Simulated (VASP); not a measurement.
# Ta2H (C222) in VASP: settings compared, part 2 of 2

VASP 6.6.1.

### Step 4. Relaxation of cell and atoms, r2SCAN

This run uses another cell than the first one, of 12.94 Å³/atom.

Input file POSCAR:

```
Ta2H
1.0
    1.7204951100     -2.3714690300      0.0000000000
    1.7204951100      2.3714690300      0.0000000000
    0.0000000000      0.0000000000      4.7585693900
Ta H
2 1
Direct
   -0.0000000025      0.4999999996      0.2645697702
    0.4999999996     -0.0000000025      0.7354302298
    0.0000000000      0.0000000000      0.0000000000
```

Input file INCAR.step1:

```
SYSTEM = Ta2H
  PREC = Accurate
  ENCUT = 600
  ISMEAR = 0
  SIGMA = 0.05
  LREAL = .FALSE.
  LASPH = .TRUE.
  NELM = 60
  GGA = PE
  ALGO = Normal
  EDIFF = 1E-4
  LWAVE = .TRUE.
  LCHARG = .FALSE.
```

Input file INCAR.step2:

```
SYSTEM = Ta2H
  PREC = Accurate
  ENCUT = 600
  EDIFF = 1E-6
  ISMEAR = 0
  SIGMA = 0.05
  LREAL = .FALSE.
  LASPH = .TRUE.
  NELM = 60
  ALGO = Normal
  ISIF = 3
  LWAVE = .FALSE.
  LCHARG = .FALSE.
  METAGGA = R2SCAN
  LMIXTAU = .TRUE.
  IBRION = 2
  NSW = 60
  EDIFFG = -0.02
  ISTART = 1
```

Input file KPOINTS:

```
Automatic mesh
0
G
  8 8 5
  0 0 0
```

Potentials or basis: VASP PAW PBE potentials, release 64 (Ta_pv, H).

The run is started by

```bash
$ cat potpaw_PBE.64/Ta_pv/POTCAR potpaw_PBE.64/H/POTCAR > POTCAR
$ cp INCAR.step1 INCAR
$ mpirun -np 1 vasp_std > vasp.out
$ cp INCAR.step2 INCAR
$ mpirun -np 1 vasp_std > vasp.out
```

OUTCAR:

```text
SYSTEM = Ta2H
   PREC = Accurate
   ENCUT = 600
   EDIFF = 1E-6
   ISMEAR = 0
   LREAL = .FALSE.
   LASPH = .TRUE.
   NELM = 60
   ISIF = 3
   METAGGA = R2SCAN
   IBRION = 2
   NSW = 60
   EDIFFG = -0.02
   ISTART = 1

 ion  position               nearest neighbor table
   1  1.000  0.500  0.265-   3 1.93   3 1.93   2 2.82   2 2.82   2 3.05   2 3.05   2 3.26   2 3.26
                             2 3.46   2 3.46
   2  0.500  1.000  0.735-   3 1.93   3 1.93   1 2.82   1 2.82   1 3.05   1 3.05   1 3.26   1 3.26
                             1 3.46   1 3.46
   3  0.000  0.000  0.000-   1 1.93   2 1.93   1 1.93   2 1.93

  LATTYP: Found a base centered orthorhombic cell.
 ALAT       =     3.4409902200
 B/A-ratio  =     1.3783642954
 C/A-ratio  =     1.3829069790

  Lattice vectors:

 A1 = (   1.7204951100,  -2.3714690300,   0.0000000000)
 A2 = (   1.7204951100,   2.3714690300,   0.0000000000)
 A3 = (   0.0000000000,   0.0000000000,   4.7585693900)

Analysis of symmetry for initial positions (statically):
=====================================================================
 Subroutine PRICEL returns:
 Original cell was already a primitive cell.

 Routine SETGRP: Setting up the symmetry group for a
 base centered orthorhombic supercell.

 Subroutine GETGRP returns: Found  4 space group operations
 (whereof  4 operations were pure point group operations)
 out of a pool of  8 trial point group operations.

The static configuration has the point symmetry D_2 .

Analysis of symmetry for dynamics (positions and initial velocities):
=====================================================================
 Subroutine PRICEL returns:
 Original cell was already a primitive cell.

 Routine SETGRP: Setting up the symmetry group for a
 base centered orthorhombic supercell.

 Subroutine GETGRP returns: Found  4 space group operations
 (whereof  4 operations were pure point group operations)
[... 144 lines left out ...]

 number of electron      23.0000002 magnetization

 Free energy of the ion-electron system (eV)
  ---------------------------------------------------
  ext. energy  EPLUGINS =         0.00000000
  ---------------------------------------------------
  free energy    TOTEN  =      -101.17454316 eV

  energy without entropy =     -101.17297156  energy(sigma->0) =     -101.17375736

------------------------ aborting loop because EDIFF is reached ----------------------------------------

  FORCE on cell =-STRESS in cart. coord.  units (eV):
  Direction    XX          YY          ZZ          XY          YZ          ZX
  --------------------------------------------------------------------------------------
  -------------------------------------------------------------------------------------
  Total       -0.1723908      0.0267531      0.2231760      0.0000000      0.0000000      0.0000000
  in kB       -7.1129091      1.1038421      9.2083295      0.0000000      0.0000000      0.0000000
  external PRESSURE =       1.0664208 kB  Pullay stress =       0.0000000 kB
[... 172 lines left out ...]
--------------------------------------- Ionic step        6  -------------------------------------------

 number of electron      23.0000001 magnetization

 Free energy of the ion-electron system (eV)
  ---------------------------------------------------
  ext. energy  EPLUGINS =         0.00000000
  ---------------------------------------------------
  free energy    TOTEN  =      -101.17651835 eV

  energy without entropy =     -101.17536756  energy(sigma->0) =     -101.17594296

 E-fermi :   5.2893     XC(G=0): -13.6036

 val. band max:        5.2410972453   @ k =   0.1250  -0.0000   0.2000
 cond. band min:       5.2933835335   @ k =  -0.2500   0.1250   0.4000
 fundamental gap:      0.0522862883
 Fermi energy:         5.2893168456

 k-point     1 :       0.0000    0.0000    0.0000
  band No.  band energies     occupation
      1     -30.4081      2.00000
      2     -29.6872      2.00000
      3     -29.3864      2.00000
      4     -29.3842      2.00000
      5     -29.3522      2.00000
      6     -29.3235      2.00000
      7      -4.9497      2.00000
      8       0.6639      2.00000
      9       2.0356      2.00000
     10       4.5268      2.00000
     11       5.6273      0.00000
     12       5.6561      0.00000
     13       6.1270      0.00000
     14       8.7088      0.00000
[... 401 lines left out ...]
      2     -29.9098      2.00000
      3     -29.7698      2.00000
      4     -29.5191      2.00000
      5     -29.4629      2.00000
      6     -29.3504      2.00000
      7      -3.4230      2.00000
      8       1.2637      2.00000
      9       2.7015      2.00000
     10       3.9041      2.00000
     11       4.6232      2.00000
     12       4.8544      2.00000
     13       7.9321      0.00000
     14       8.0791      0.00000
     15       8.7404      0.00000

 [... further k-points ...]

------------------------ aborting loop because EDIFF is reached ----------------------------------------

  FORCE on cell =-STRESS in cart. coord.  units (eV):
  Direction    XX          YY          ZZ          XY          YZ          ZX
  --------------------------------------------------------------------------------------
  -------------------------------------------------------------------------------------
  Total        0.0108988     -0.0163775     -0.0338549      0.0000000      0.0000000      0.0000000
  in kB        0.4497986     -0.6759041     -1.3971999      0.0000000      0.0000000      0.0000000
  external PRESSURE =      -0.5411018 kB  Pullay stress =       0.0000000 kB
[... 18 lines left out ...]
  FREE ENERGIE OF THE ION-ELECTRON SYSTEM (eV)
  ---------------------------------------------------
  free  energy   TOTEN  =      -101.1765183524 eV

  energy  without entropy=     -101.1753675589  energy(sigma->0) =     -101.17594296

 reached required accuracy - stopping structural energy minimisation
```

OUTCAR.step1:

```text
SYSTEM = Ta2H
   PREC = Accurate
   ENCUT = 600
   ISMEAR = 0
   LREAL = .FALSE.
   LASPH = .TRUE.
   NELM = 60
[... 659 lines left out ...]
      2.58074     -1.18573      1.25897        -0.000000      0.000000     -0.090886
      2.58074      1.18573      3.49960         0.000000     -0.000000      0.090886
      0.00000      0.00000      0.00000         0.000000     -0.000000     -0.000000
 -----------------------------------------------------------------------------------
    total drift:                                0.000003     -0.000000     -0.000000

  FREE ENERGIE OF THE ION-ELECTRON SYSTEM (eV)
  ---------------------------------------------------
  free  energy   TOTEN  =       -27.4661245426 eV

  energy  without entropy=      -27.4636304912  energy(sigma->0) =      -27.46487752
```

OSZICAR.step1:

```text
N       E                     dE             d eps       ncg     rms          rms(c)
DAV:   1     0.175544115795E+03    0.17554E+03   -0.13930E+04  1890   0.168E+03
DAV:   2    -0.246215446723E+02   -0.20017E+03   -0.19860E+03  2240   0.434E+02
DAV:   3    -0.289060820298E+02   -0.42845E+01   -0.41978E+01  2576   0.566E+01
DAV:   4    -0.289329704783E+02   -0.26888E-01   -0.26859E-01  2072   0.508E+00
DAV:   5    -0.289333845282E+02   -0.41405E-03   -0.41394E-03  2670   0.471E-01    0.211E+01
DAV:   6    -0.277722995011E+02    0.11611E+01   -0.16117E+00  2065   0.119E+01    0.993E+00
DAV:   7    -0.274696705741E+02    0.30263E+00   -0.12182E+00  2310   0.978E+00    0.647E-01
DAV:   8    -0.274663859199E+02    0.32847E-02   -0.25527E-02  2597   0.140E+00    0.343E-01
DAV:   9    -0.274661313071E+02    0.25461E-03   -0.11889E-03  2240   0.361E-01    0.727E-02
DAV:  10    -0.274661245426E+02    0.67645E-05   -0.47324E-05  1813   0.654E-02
   1 F= -.27466125E+02 E0= -.27464878E+02  d E =-.249405E-02
```

Run time: 8.8 min. Hardware: 1 thread of Oxide Virtual Turin-like, shared host; peak memory 0.17 GiB.

What came out:

| Quantity | Value |
| --- | --- |
| Free energy | -101.1765 eV |
| Relaxed volume | 12.94 Å³/atom |
| Relaxed cell | a = 2.925 Å, b = 2.925 Å, c = 4.785 Å, α = 90.00°, β = 90.00°, γ = 108.53° |
| Space group after relaxing (to 0.1 Å) | C222 (No. 21) |
| Energy gained by relaxing | 0.7 meV/atom |
| Ionic steps | 6 |
| Pressure after relaxing | -0.1 GPa |
| Largest force after relaxing | 0.007 eV/Å |
| Band gap on the k mesh | zero (an odd number of electrons rules out a gap without spin polarisation) |

Forces on the atoms (eV/Å):
```
Ta   0.000  0.000 -0.007
Ta   0.000  0.000  0.007
H    0.000  0.000  0.000
```

Step by step:
```csv
step,energy change (eV),largest force (eV/Å),pressure (GPa),volume (Å³)
1,0.0000,0.1110,0.11,38.83
2,-0.0016,0.0041,-0.29,38.88
3,-0.0017,0.0301,-0.37,38.89
4,-0.0018,0.0221,0.50,38.73
5,-0.0019,0.0251,0.18,38.79
6,-0.0020,0.0070,-0.05,38.82
```

Final structure:
```
Ta H
1.0
     1.70844   -2.37443    0.00000
     1.70844    2.37443    0.00000
     0.00000    0.00000    4.78504
Ta H
2 1
Direct
  0.00000 0.50000 0.26346
  0.50000 0.00000 0.73654
  0.00000 0.00000 0.00000
```

Caveat: the PAW data sets were made with another functional, which shifts forces and pressure a little; spin-orbit coupling is left out, which moves the levels of the heavy elements.

### Step 5. Overview

```tsv
task	level	potentials or basis	cell	k mesh	cutoff (eV)	gap on the mesh (eV)	pressure (GPa)	largest force (eV/Å)
single point	r2SCAN	VASP PAW PBE potentials, release 64 (Ta_pv, H)	a = 2.923, b = 2.923, c = 4.778 Å, angles 90.0, 90.0, 108.5°, 3 atoms, atomic positions A	8 × 8 × 5	520	none	0.6	0.02
single point	LDA	VASP PAW LDA potentials, release 64 (Ta_pv, H)	a = 2.923, b = 2.923, c = 4.778 Å, angles 90.0, 90.0, 108.5°, 3 atoms, atomic positions A	11 × 11 × 6	520	none	-7.6	0.25
relaxation of cell and atoms	r2SCAN	VASP PAW PBE potentials, release 64 (Ta_pv, H)	relaxed from a = 2.930, b = 2.930, c = 4.759 Å, angles 90.0, 90.0, 108.1°, 3 atoms, atomic positions B	8 × 8 × 5	600	none	-0.1	0.01
```

Alike in all rows: no spin polarisation; smearing gaussian 0.05 eV.

Caveats: spin-orbit coupling is left out, which moves the levels of the heavy elements; the PAW data sets were made with another functional, which shifts forces and pressure a little (at least some runs); the cell stands under tension (at least some runs).

Absolute energies hang on the potentials; compare differences alone.

The gap in the log of VASP goes by the Fermi energy; the results here count the filled bands.